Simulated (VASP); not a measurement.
Runs of VASP 6.6.1 on Al. The structure is that of space group P6_3/mmc (No. 194), or close to it. The cells are those of the table. This isn't the form of Al at room conditions, which is fcc.

| task | cell | k mesh | cutoff (eV) | smearing | gap on the mesh (eV) | pressure (GPa) |
| --- | --- | --- | --- | --- | --- | --- |
| single point | a = 2.836, b = 2.836, c = 9.322 Å, angles 90.0, 90.0, 120.0°, 4 atoms | 24 × 24 × 6 | 520 | gaussian 0.15 eV | none | 0.1 |
| single point | a = 2.787, b = 2.787, c = 9.147 Å, angles 90.0, 90.0, 120.0°, 4 atoms | 18 × 18 × 6 | 520 | gaussian 0.1 eV | none | 5.1 |
| single point | a = 2.861, b = 2.861, c = 9.404 Å, angles 90.0, 90.0, 120.0°, 4 atoms | 18 × 18 × 6 | 520 | gaussian 0.1 eV | none | (a) |
| single point | a = 2.592, b = 2.592, c = 8.501 Å, angles 90.0, 90.0, 120.0°, 4 atoms | 18 × 18 × 6 | 520 | gaussian 0.1 eV | none | 40.2 |
| single point | a = 2.746, b = 2.746, c = 9.012 Å, angles 90.0, 90.0, 120.0°, 4 atoms | 18 × 18 × 6 | 520 | gaussian 0.1 eV | none | 10.1 |
| relaxation of cell and atoms | relaxed to 5 GPa from a = 2.785, b = 2.785, c = 9.146 Å, angles 90.0, 90.0, 120.0°, 4 atoms | 18 × 18 × 6 | 600 | gaussian 0.1 eV | none | 5.0 |
| single point | a = 2.836, b = 2.836, c = 9.322 Å, angles 90.0, 90.0, 120.0°, 4 atoms | 12 × 12 × 4 | 520 | gaussian 0.15 eV | none | (b) |
| single point | a = 2.836, b = 2.836, c = 9.322 Å, angles 90.0, 90.0, 120.0°, 4 atoms | 18 × 18 × 6 | 520 | gaussian 0.15 eV | none | 0.1 |

Alike in all rows: level PBEsol; potentials or basis VASP PAW PBE potentials, release 64 (Al); no spin polarisation.

Estimate the missing entries.

(a) -1.9; (b) 0.0.

Caveats: the PAW data sets were made with another functional, which shifts forces and pressure a little; the cell stands under pressure (at least some runs); the cell is relaxed towards a set pressure, so the run minimises the enthalpy, not the energy (at least some runs).

A gap of «none» marks levels without a gap at the run's occupations.
